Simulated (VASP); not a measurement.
Here is a VASP 6.6.1 calculation.

INCAR

```
SYSTEM = C
PREC = Accurate
ENCUT = 520
EDIFF = 1E-7
ISMEAR = 0
SIGMA = 0.1
LREAL = .FALSE.
LASPH = .TRUE.
NELM = 100
ALGO = Normal
ISIF = 2
LWAVE = .FALSE.
LCHARG = .TRUE.
GGA = PE
LELF = .TRUE.
LVHAR = .TRUE.
NBANDS = 16
```

KPOINTS

```
regular mesh
0
G
  24 24 6
  0 0 0
```

File POSCAR:

```
C
1.0
    2.4665327983      0.0000000000      0.0000000000
   -1.2332663992      2.1360800626      0.0000000000
    0.1269817204      0.0000000000      8.4654480266
C
4
Direct
    0.0000000000      0.0000000000      0.2500000000
    0.0000000000      0.0000000000      0.7500000000
    0.3333333333      0.6666666667      0.2500000000
    0.6666666666      0.3333333333      0.7500000000
```

Potentials or basis: VASP PAW PBE potentials, release 64 (C).

Command:

```sh
$ cat potpaw_PBE.64/C/POTCAR > POTCAR
$ mpirun -np 1 vasp_std > vasp.out
```

Problem. What does it give for the band gap on the k mesh?

Solution. Zero (filled and empty bands touch).

Problem. Estimate the pressure.

Solution. 0.4 GPa.

Stress tensor (GPa, compression positive):
```
 0.54  0.00  0.00
 0.00  0.54  0.00
 0.00  0.00 -0.01
```

Caveat: the cell differs from its parent crystal (shear of c along a, cell held: +1.5 %, then relaxed in part); this functional lacks dispersion, which binds the layers, so the pressure and a relaxed spacing across them are unreliable.
